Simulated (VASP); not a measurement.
Si3N4:

```
Si N
1.0
     4.13078    0.00000    0.00000
     0.00000    4.13078    0.00000
     0.00000    0.00000    4.13078
Si N
3 4
Direct
  0.00000 0.00000 0.50000
  0.50000 0.00000 0.00000
  0.00000 0.50000 0.00000
  0.23952 0.23952 0.76048
  0.76048 0.76048 0.76048
  0.23952 0.76048 0.23952
  0.76048 0.23952 0.23952
```

```yaml
Program: VASP 6.6.1
Task: relaxation of cell and atoms
Functional: PBEsol
Potentials_or_basis: VASP PAW PBE potentials, release 64 (Si, N)
Cutoff: 600 eV
k_mesh: 6 × 6 × 6
Occupations: fermi-dirac, width 0.05 eV
Spin: no spin polarisation
```

At the start: pressure -4.0 GPa; volume 10.07 Å³/atom.

Question: Where does the relaxation end?

Answer: Over 5 steps the energy falls by 2.2 meV/atom and the volume is 9.89 Å³/atom (-1.8 %); space group P-43m (No. 215, to 0.05 Å).

Step by step:
```csv
step,energy change (eV),largest force (eV/Å),pressure (GPa),volume (Å³)
1,0.0000,0.0477,-3.99,70.48
2,0.0106,0.3367,5.46,67.96
3,-0.0141,0.1113,-0.08,69.38
4,-0.0155,0.0318,-0.05,69.26
5,-0.0156,0.0009,-0.03,69.22
```

Final structure:
```
Si N
1.0
     4.10582    0.00000    0.00000
     0.00000    4.10582    0.00000
     0.00000    0.00000    4.10582
Si N
3 4
Direct
  0.00000 0.00000 0.50000
  0.50000 0.00000 0.00000
  0.00000 0.50000 0.00000
  0.24031 0.24031 0.75969
  0.75969 0.75969 0.75969
  0.24031 0.75969 0.24031
  0.75969 0.24031 0.24031
```

Caveat: the PAW data sets were made with another functional, which shifts forces and pressure a little.
